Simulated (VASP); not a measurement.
Wanted: the native input for a VASP 6.6.1 run.

```
Task                   : single point
Functional             : PBE
Potentials or basis    : VASP PAW PBE potentials, release 64 (Al, Co)
Cutoff                 : 520 eV
k mesh                 : 12 × 12 × 18
Occupations            : gaussian, width 0.1 eV
Spin                   : collinear spin, ferromagnetic start
Starting moments       : [0.0, 1.37, 1.37] μB
Dipole correction      : no
Further INCAR settings : ALGO = Normal; EDIFF = 1e-06; NBANDS = 22
```

The structure of AlCo2 lies in POSCAR:

```
AlCo2
1.0
    4.0097579519      0.0000000000      0.0000000000
   -2.0048789760      3.4725522494      0.0000000000
    0.0000000000      0.0000000000      2.5711260477
Al Co
1 2
Direct
    0.0000000000      0.0000000000      0.0000000000
    0.3333333333      0.6666666667      0.5000000000
    0.6666666667      0.3333333333      0.5000000000
```

One way to write it, as run:

INCAR

```
ALGO = Normal ; EDIFF = 1E-6
ENCUT = 520 ; GGA = PE
ISIF = 2 ; ISMEAR = 0
ISPIN = 2 ; LASPH = True
LCHARG = False ; LMAXMIX = 4
LORBIT = 11 ; LREAL = False
LWAVE = False ; MAGMOM = 0 1.37 1.37
NBANDS = 22 ; NELM = 150
PREC = Accurate ; SIGMA = 0.1
```

KPOINTS

```
k-points
0
Gamma
  12 12 18
```

Potentials or basis: VASP PAW PBE potentials, release 64 (Al, Co).

Command:

```sh
$ cat potpaw_PBE.64/Al/POTCAR potpaw_PBE.64/Co/POTCAR > POTCAR
$ mpirun -np 1 vasp_std > vasp.out
```

It gave:

```yaml
Pressure: -0.4 GPa
Net_moment: 2.35 μB per cell
Site_moments: Al -0.03; Co +1.22 μB
Valence_electrons_inside_the_program's_atomic_spheres: Al 0.79; Co 8.32
```

It took 7.7 min on 1 thread of AMD EPYC 7R13 Processor (Zen 3), with other jobs on the host, peak memory 0.29 GiB.
